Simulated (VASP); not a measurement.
# CuO (P-6m2) in VASP: a series of runs

The runs below take CuO through single point, with LDA+U.

Program: VASP 6.6.1. These are calculated values, not measurements. Logs are shortened: lines on timing, memory, paths and dates and some standing lists are left out, and cuts for length are marked.

### 1 The cell of the first run

The structure is hexagonal, space group P-6m2 (No. 187). The conventional cell has a = 2.836 Å, b = 2.836 Å, c = 2.768 Å, α = 90.00°, β = 90.00°, γ = 120.00°. Cu (site symmetry -6m2) has 6 O at 2.14 Å and 2 Cu at 2.77 Å within 2.8 Å. O (site symmetry -6m2) has 6 Cu at 2.14 Å and 2 O at 2.77 Å within 2.8 Å.

### 2 Single point, LDA+U, collinear spin, ferromagnetic start

File INCAR:

```
  PREC = Accurate
  ENCUT = 520
  EDIFF = 1E-6
  ISMEAR = 0
  SIGMA = 0.05
  LREAL = F
  LASPH = T
  NELM = 150
  ALGO = Normal
  ISIF = 2
  LWAVE = F
  LCHARG = F
  ISPIN = 2
  MAGMOM = 0.44 0.67
  LORBIT = 11
  LMAXMIX = 4
  LDAU = T
  LDAUTYPE = 2
  LDAUL = 2 -1
  LDAUU = 6 0
  LDAUJ = 0 0
  LDAUPRINT = 1
  GGA = CA
  NBANDS = 20
```

File KPOINTS:

```
regular mesh
0
Gamma
  8 8 7
```

File POSCAR:

```
CuO
1.0
    2.8363251100      0.0000000000      0.0000000000
   -1.4181625500      2.4563296000      0.0000000000
    0.0000000000      0.0000000000      2.7681127800
Cu O
1 1
Direct
    0.0000000000      0.0000000000      0.0000000000
    0.6666666667      0.3333333333      0.5000000000
```

Potentials or basis: VASP PAW LDA potentials, release 64 (Cu, O).

On the command line:

```sh
> cat potpaw_LDA.64/Cu/POTCAR potpaw_LDA.64/O/POTCAR > POTCAR
> mpirun -np 1 vasp_std > vasp.out
```

OUTCAR:

```text
PREC = Accurate
   ENCUT = 520
   EDIFF = 1E-6
   ISMEAR = 0
   LREAL = F
   LASPH = T
   NELM = 150
   ISIF = 2
   ISPIN = 2
   LORBIT = 11
   GGA = CA

 ion  position               nearest neighbor table
   1  0.000  0.000  0.000-   2 2.14   2 2.14   2 2.14   2 2.14   2 2.14   2 2.14
   2  0.667  0.333  0.500-   1 2.14   1 2.14   1 2.14   1 2.14   1 2.14   1 2.14

  LATTYP: Found a hexagonal cell.
 ALAT       =     2.8363251100
 C/A-ratio  =     0.9759504544

  Lattice vectors:

 A1 = (   2.8363251100,   0.0000000000,   0.0000000000)
 A2 = (  -1.4181625500,   2.4563296000,   0.0000000000)
 A3 = (   0.0000000000,   0.0000000000,   2.7681127800)

Analysis of symmetry for initial positions (statically):
=====================================================================
 Subroutine PRICEL returns:
 Original cell was already a primitive cell.

 Routine SETGRP: Setting up the symmetry group for a
 hexagonal supercell.

 Subroutine GETGRP returns: Found 12 space group operations
 (whereof 12 operations were pure point group operations)
 out of a pool of 24 trial point group operations.

The static configuration has the point symmetry D_3h.

Analysis of symmetry for dynamics (positions and initial velocities):
=====================================================================
 Subroutine PRICEL returns:
 Original cell was already a primitive cell.

 Routine SETGRP: Setting up the symmetry group for a
 hexagonal supercell.

 Subroutine GETGRP returns: Found 12 space group operations
 (whereof 12 operations were pure point group operations)
 out of a pool of 24 trial point group operations.

The dynamic configuration has the point symmetry D_3h.

Analysis of structural, dynamic, and magnetic symmetry:
=====================================================================
 Subroutine PRICEL returns:
 Original cell was already a primitive cell.

 Routine SETGRP: Setting up the symmetry group for a
 hexagonal supercell.

 Subroutine GETGRP returns: Found 12 space group operations
 (whereof 12 operations were pure point group operations)
 out of a pool of 24 trial point group operations.

The overall configuration has the point symmetry D_3h.

 Subroutine INISYM returns: Found 12 space group operations
 (whereof 12 operations are pure point group operations),
 and found     1 'primitive' translations

----------------------------------------------------------------------------------------

                                     Primitive cell

  volume of cell :      19.2853

  direct lattice vectors                    reciprocal lattice vectors
     2.836325110  0.000000000  0.000000000     0.352568892  0.203555744  0.000000000
    -1.418162550  2.456329600  0.000000000     0.000000000  0.407111489  0.000000000
     0.000000000  0.000000000  2.768112780     0.000000000  0.000000000  0.361256957

  length of vectors
     2.836325110  2.836325109  2.768112780     0.407111488  0.407111489  0.361256957

  position of ions in fractional coordinates (direct lattice)
     0.000000000  0.000000000  0.000000000
     0.666666667  0.333333333  0.500000000

  ion indices of the primitive-cell ions
   primitive index   ion index
                 1           1
                 2           2

----------------------------------------------------------------------------------------

 KPOINTS: regular mesh

Automatic generation of k-mesh.
 Grid dimensions read from file:
 generate k-points for:    8    8    7

 Generating k-lattice:

  Cartesian coordinates                     Fractional coordinates (reciprocal lattice)
     0.044071111  0.025444468  0.000000000     0.125000000  0.000000000  0.000000000
     0.000000000  0.050888936  0.000000000     0.000000000  0.125000000  0.000000000
     0.000000000  0.000000000  0.051608137     0.000000000  0.000000000  0.142857143

  Length of vectors
     0.050888936  0.050888936  0.051608137

  Shift w.r.t. Gamma in fractional coordinates (k-lattice)
     0.000000000  0.000000000  0.000000000

 Subroutine IBZKPT returns following result:
 ===========================================

 Found     40 irreducible k-points:

 Following reciprocal coordinates:
            Coordinates               Weight
  0.000000  0.000000  0.000000      1.000000
  0.125000 -0.000000  0.000000      6.000000
  0.250000 -0.000000  0.000000      6.000000
  0.375000 -0.000000  0.000000      6.000000
  0.500000 -0.000000  0.000000      3.000000
  0.125000  0.125000  0.000000      6.000000
[... 16 lines left out ...]
  0.250000 -0.000000  0.285714     12.000000
  0.375000 -0.000000  0.285714     12.000000
 [... further k-points ...]
   k-points           NKPTS =     40   k-points in BZ     NKDIM =     40   number of bands    NBANDS=     20
   number of dos      NEDOS =    301   number of ions     NIONS =      2
   total plane-waves  NPLWV =  13824
   dimension x,y,z NGX =    24 NGY =   24 NGZ =   24
   dimension x,y,z NGXF=    48 NGYF=   48 NGZF=   48
   ions per type =               1   1
   NGX,Y,Z   is equivalent  to a cutoff of  14.07, 14.07, 14.41 a.u.
   NGXF,Y,Z  is equivalent  to a cutoff of  28.13, 28.13, 28.83 a.u.
 SYSTEM =  unknown system
   PREC   = accura    normal or accurate (medium, high low for compatibility)
   ISTART =      0    job   : 0-new  1-cont  2-samecut
   ICHARG =      2    charge: 1-file 2-atom 10-const
   ISPIN  =      2    spin polarized calculation?
   LNONCOLLINEAR =      F non collinear calculations
   LSORBIT =      F    spin-orbit coupling
   LASPH  =      T    aspherical Exc in radial PAW
   ENCUT  =  520.0 eV  38.22 Ry    6.18 a.u.   5.27  5.27  5.15*2*pi/ulx,y,z
   NELM   =    150;   NELMIN=  2; NELMDL= -5     # of ELM steps
   EDIFF  = 0.1E-05   stopping-criterion for ELM
   LREAL  =      F    real-space projection
   EDIFFG = 0.1E-04   stopping-criterion for IOM
   NSW    =      0    number of steps for IOM
   IBRION =     -1    ionic relax: 0-MD 1-quasi-New 2-CG
   NFREE  =      0    steps in history (QN), initial steepest desc. (CG)
   ISIF   =      2    stress and relaxation
   ISYM   =      2    0-nonsym 1-usesym 2-fastsym
   POTIM  = 0.5000    time-step for ionic-motion
   TEBEG  =    0.0;   TEEND  =   0.0 temperature during run
   PSTRESS=    0.0 pullay stress
   NELECT =      17.0000    total number of electrons
   NUPDOWN=      -1.0000    fix difference up-down
   EMIN   =  10.00;   EMAX   =-10.00  energy-range for DOS
   EFERMI =   0.00;   METHOD = LEGACY
   ISMEAR =     0;   SIGMA  =   0.05  broadening in eV -4-tet -1-fermi 0-gaus
   EFERMI_NEDOS =   21; number of points for ismear=-14 and -15
   IALGO  =     38    algorithm
   IMIX   =      4    mixing-type and parameters
     AMIX     =   0.40;   BMIX     =  1.00
     AMIX_MAG =   1.60;   BMIX_MAG =  1.00
  volume/ion in A,a.u.               =       9.64        65.07
  Fermi-wavevector in a.u.,A,eV,Ry     =   1.569696  2.966296 33.524031  2.463947
  Thomas-Fermi vector in A             =   2.671540
   LORBIT       =     11    0 simple, 1 ext, 2 COOP (PROOUT), +10 PAW based schemes
 LDA+U is selected, type is set to LDAUTYPE =  2
   angular momentum for each species LDAUL =     2   -1
   U (eV)           for each species LDAUU =   6.0  0.0
   J (eV)           for each species LDAUJ =   0.0  0.0
   GGA     = CA    functional components
   LHFCALC =     F    Hartree Fock is set to
   AEXX    =    0.0000 exact exchange contribution
   IVDW    =     0    specifies the selected vdW correction
   LEPSILON=     F    determine dielectric tensor
   LRPA    =     F    only Hartree local field effects (RPA)
 spin polarized calculation
 Gauss-broadening in eV      SIGMA  =   0.05
  energy-cutoff  :      520.00
  volume of cell :       19.29
 maximum number of plane-waves:       531
 NGX is ok and might be reduce to    24
   NGX = 11   NGY = 11   NGZ = 11

atom =   1  type =  1  l = 2

 onsite density matrix

spin component  1

  0.9714  0.0000 -0.0000 -0.0000  0.0000
  0.0000  0.9941 -0.0000  0.0000  0.0000
 -0.0000 -0.0000  0.9695  0.0000  0.0000
 -0.0000  0.0000  0.0000  0.9941 -0.0000
  0.0000  0.0000  0.0000 -0.0000  0.9714

spin component  2

  0.9475 -0.0000 -0.0000  0.0000  0.0000
 -0.0000  0.7895  0.0000  0.0000 -0.0000
 -0.0000  0.0000  0.9685  0.0000  0.0000
  0.0000  0.0000  0.0000  0.7895 -0.0000
  0.0000 -0.0000  0.0000 -0.0000  0.9475

 occupancies and eigenvectors

  o =  0.7895  v =  0.0000  0.0000  0.0000  0.0000  0.0000  0.0000  0.6081 -0.0000 -0.7938 -0.0000      0.0000  0.0000  0.0000  0.0000  0.0000  0.0000  0.0000  0.0000  0.0000  0.0000
  o =  0.7895  v =  0.0000  0.0000  0.0000  0.0000  0.0000  0.0000  0.7938 -0.0000  0.6081 -0.0000      0.0000  0.0000  0.0000  0.0000  0.0000  0.0000  0.0000  0.0000  0.0000  0.0000
  o =  0.9475  v =  0.0000  0.0000  0.0000  0.0000  0.0000  0.9637 -0.0000  0.0000  0.0000 -0.2671      0.0000  0.0000  0.0000  0.0000  0.0000  0.0000  0.0000  0.0000  0.0000  0.0000
  o =  0.9475  v =  0.0000  0.0000  0.0000  0.0000  0.0000 -0.2671 -0.0000 -0.0000  0.0000 -0.9637      0.0000  0.0000  0.0000  0.0000  0.0000  0.0000  0.0000  0.0000  0.0000  0.0000
  o =  0.9685  v =  0.0000  0.0000  0.0000  0.0000  0.0000 -0.0000  0.0000  1.0000  0.0000  0.0000      0.0000  0.0000  0.0000  0.0000  0.0000  0.0000  0.0000  0.0000  0.0000  0.0000
  o =  0.9695  v = -0.0000 -0.0000 -1.0000  0.0000  0.0000  0.0000  0.0000  0.0000  0.0000  0.0000      0.0000  0.0000  0.0000  0.0000  0.0000  0.0000  0.0000  0.0000  0.0000  0.0000
  o =  0.9714  v =  0.3187  0.0000 -0.0000 -0.0000  0.9478  0.0000  0.0000  0.0000  0.0000  0.0000      0.0000  0.0000  0.0000  0.0000  0.0000  0.0000  0.0000  0.0000  0.0000  0.0000
  o =  0.9714  v =  0.9478 -0.0000 -0.0000  0.0000 -0.3187  0.0000  0.0000  0.0000  0.0000  0.0000      0.0000  0.0000  0.0000  0.0000  0.0000  0.0000  0.0000  0.0000  0.0000  0.0000
  o =  0.9941  v = -0.0000 -0.6081  0.0000  0.7938  0.0000  0.0000  0.0000  0.0000  0.0000  0.0000      0.0000  0.0000  0.0000  0.0000  0.0000  0.0000  0.0000  0.0000  0.0000  0.0000
  o =  0.9941  v = -0.0000  0.7938 -0.0000  0.6081 -0.0000  0.0000  0.0000  0.0000  0.0000  0.0000      0.0000  0.0000  0.0000  0.0000  0.0000  0.0000  0.0000  0.0000  0.0000  0.0000

 number of electron      17.0000005 magnetization       1.0004086

 Free energy of the ion-electron system (eV)
  ---------------------------------------------------
  ext. energy  EPLUGINS =         0.00000000
  ---------------------------------------------------
  free energy    TOTEN  =        -8.98733036 eV

  energy without entropy =       -8.98659995  energy(sigma->0) =       -8.98696516

 E-fermi :   4.7368     XC(G=0): -12.7949

 val. band max:        4.6975445592   @ k =   0.1250  -0.0000   0.2857
 cond. band min:       4.7724460904   @ k =   0.1250   0.1250   0.1429
 fundamental gap:      0.0749015312
 Fermi energy:         4.7367727768

 spin component 1

 k-point     1 :       0.0000    0.0000    0.0000
  band No.  band energies     occupation
      1     -14.0464      1.00000
      2       0.2503      1.00000
      3       0.2503      1.00000
      4       0.3233      1.00000
      5       1.3241      1.00000
      6       1.3241      1.00000
[... 12 lines left out ...]
     19      36.4823      0.00000
[... 513 lines left out ...]
      4      -0.0069      1.00000
      5       1.1222      1.00000
      6       1.7130      1.00000
[... 12 lines left out ...]
     19      38.2235      0.00000
     20      40.6188      0.00000

 [... further k-points ...]

 spin component 2

 k-point     1 :       0.0000    0.0000    0.0000
  band No.  band energies     occupation
      1     -13.3241      1.00000
      2       0.6099      1.00000
      3       0.7992      1.00000
      4       0.7992      1.00000
      5       3.0304      1.00000
      6       3.1658      1.00000
[... 12 lines left out ...]
     19      36.8993      0.00000
[... 513 lines left out ...]
      4       1.3367      1.00000
      5       1.7116      1.00000
      6       2.3372      1.00000
[... 12 lines left out ...]
     19      38.6617      0.00000
     20      40.7760      0.00000

 [... further k-points ...]

------------------------ aborting loop because EDIFF is reached ----------------------------------------

  FORCE on cell =-STRESS in cart. coord.  units (eV):
  Direction    XX          YY          ZZ          XY          YZ          ZX
  --------------------------------------------------------------------------------------
  -------------------------------------------------------------------------------------
  Total       -1.6506119     -1.6506119     -3.2398519     -0.0000000     -0.0000000      0.0000000
  in kB     -137.1289406   -137.1289407   -269.1592459     -0.0000003     -0.0000000      0.0000000
  external PRESSURE =    -181.1390424 kB  Pullay stress =       0.0000000 kB

 VOLUME and BASIS-vectors are now :
 -----------------------------------------------------------------------------
  energy-cutoff  :      520.00
  volume of cell :       19.29
      direct lattice vectors                 reciprocal lattice vectors
     2.836325110  0.000000000  0.000000000     0.352568892  0.203555744  0.000000000
    -1.418162550  2.456329600  0.000000000     0.000000000  0.407111489  0.000000000
     0.000000000  0.000000000  2.768112780     0.000000000  0.000000000  0.361256957

 POSITION                                       TOTAL-FORCE (eV/Angst)
 -----------------------------------------------------------------------------------
      0.00000      0.00000      0.00000         0.000000      0.000000      0.000000
      1.41816      0.81878      1.38406        -0.000000      0.000000      0.000000
 -----------------------------------------------------------------------------------
    total drift:                               -0.000000      0.000000      0.000000

  FREE ENERGIE OF THE ION-ELECTRON SYSTEM (eV)
  ---------------------------------------------------
  free  energy   TOTEN  =        -8.9873303617 eV

  energy  without entropy=       -8.9865999504  energy(sigma->0) =       -8.98696516

 total charge

# of ion       s       p       d       tot
------------------------------------------
    1        0.293   0.309   9.321   9.923
    2        1.571   3.274   0.000   4.845
--------------------------------------------------
tot          1.864   3.583   9.321  14.767

 magnetization (x)

# of ion       s       p       d       tot
------------------------------------------
    1       -0.012  -0.003   0.458   0.444
    2        0.006   0.497   0.000   0.502
--------------------------------------------------
tot         -0.006   0.494   0.458   0.946
```

Wall time 18 s (1 thread of Intel Xeon Platinum 8375C at 2.90GHz (Ice Lake), shared host); peak memory 0.15 GiB.

What came out:

| Property | Result |
| --- | --- |
| Free energy | -8.9873 eV |
| Pressure | -18.1 GPa |
| Band gap on the k mesh | zero (filled and empty bands overlap) |
| Net moment | 1.00 μB per cell |
| Site moments | Cu +0.44; O +0.50 μB |
| Valence electrons inside the program's atomic spheres | Cu 9.92; O 4.84 |

Eigenvalues of the final occupation matrices:
| site | spin | trace | eigenvalues |
| --- | --- | --- | --- |
| site 1 d | 1 | 4.90 | 0.97 0.97 0.97 0.99 0.99 |
| site 1 d | 2 | 4.44 | 0.79 0.79 0.95 0.95 0.97 |

Caveat: a cell with one magnetic atom can't hold antiferromagnetic order, which such compounds often take.

### 3 Single point, LDA+U, collinear spin, ferromagnetic start

File INCAR:

```
PREC = Accurate
ENCUT = 520
EDIFF = 1E-6
ISMEAR = 0
SIGMA = 0.05
LREAL = F
LASPH = T
NELM = 150
ALGO = Normal
ISIF = 2
LWAVE = F
LCHARG = F
ISPIN = 2
MAGMOM = 0.44 0.67
LORBIT = 11
LMAXMIX = 4
LDAU = T
LDAUTYPE = 2
LDAUL = 2 -1
LDAUU = 6 0
LDAUJ = 0 0
LDAUPRINT = 1
NBANDS = 20
```

File KPOINTS:

```
Automatic mesh
0
Gamma
  8 8 7
```

POSCAR is that of step 2.

Potentials or basis: VASP PAW LDA potentials, release 64 (Cu, O).

On the command line:

```sh
> cat potpaw_LDA.64/Cu/POTCAR potpaw_LDA.64/O/POTCAR > POTCAR
> mpirun -np 1 vasp_std > vasp.out
```

OUTCAR:

```text
PREC = Accurate
   ENCUT = 520
   EDIFF = 1E-6
   ISMEAR = 0
   LREAL = F
   LASPH = T
   NELM = 150
   ISIF = 2
   ISPIN = 2
   LORBIT = 11

 ion  position               nearest neighbor table
   1  0.000  0.000  0.000-   2 2.14   2 2.14   2 2.14   2 2.14   2 2.14   2 2.14
   2  0.667  0.333  0.500-   1 2.14   1 2.14   1 2.14   1 2.14   1 2.14   1 2.14

  LATTYP: Found a hexagonal cell.
 ALAT       =     2.8363251100
 C/A-ratio  =     0.9759504544

  Lattice vectors:

 A1 = (   2.8363251100,   0.0000000000,   0.0000000000)
 A2 = (  -1.4181625500,   2.4563296000,   0.0000000000)
[... 1356 lines left out ...]

 VOLUME and BASIS-vectors are now :
 -----------------------------------------------------------------------------
  energy-cutoff  :      520.00
  volume of cell :       19.29
      direct lattice vectors                 reciprocal lattice vectors
     2.836325110  0.000000000  0.000000000     0.352568892  0.203555744  0.000000000
    -1.418162550  2.456329600  0.000000000     0.000000000  0.407111489  0.000000000
     0.000000000  0.000000000  2.768112780     0.000000000  0.000000000  0.361256957

 POSITION                                       TOTAL-FORCE (eV/Angst)
 -----------------------------------------------------------------------------------
      0.00000      0.00000      0.00000         0.000000      0.000000      0.000000
      1.41816      0.81878      1.38406        -0.000000      0.000000      0.000000
 -----------------------------------------------------------------------------------
    total drift:                               -0.000000      0.000000      0.000000

  FREE ENERGIE OF THE ION-ELECTRON SYSTEM (eV)
  ---------------------------------------------------
  free  energy   TOTEN  =        -8.9873303617 eV

  energy  without entropy=       -8.9865999504  energy(sigma->0) =       -8.98696516

 total charge

# of ion       s       p       d       tot
------------------------------------------
    1        0.293   0.309   9.321   9.923
    2        1.571   3.274   0.000   4.845
--------------------------------------------------
tot          1.864   3.583   9.321  14.767

 magnetization (x)

# of ion       s       p       d       tot
------------------------------------------
    1       -0.012  -0.003   0.458   0.444
    2        0.006   0.497   0.000   0.502
--------------------------------------------------
tot         -0.006   0.494   0.458   0.946
```

Wall time 18 s (1 thread of Intel Xeon Platinum 8375C at 2.90GHz (Ice Lake), shared host); peak memory 0.14 GiB.

Results:

```
Free energy                                           : -8.9873 eV
Pressure                                              : -18.1 GPa
Band gap on the k mesh                                : zero (filled and empty bands overlap)
Net moment                                            : 1.00 μB per cell
Site moments                                          : Cu +0.44; O +0.50 μB
Valence electrons inside the program's atomic spheres : Cu 9.92; O 4.84
```

Eigenvalues of the final occupation matrices:
| site | spin | trace | eigenvalues |
| --- | --- | --- | --- |
| site 1 d | 1 | 4.90 | 0.97 0.97 0.97 0.99 0.99 |
| site 1 d | 2 | 4.44 | 0.79 0.79 0.95 0.95 0.97 |

Caveat: a cell with one magnetic atom can't hold antiferromagnetic order, which such compounds often take. The state reached can hang on the start; a lower one may exist.

(Part 1 of 2 ends here.)
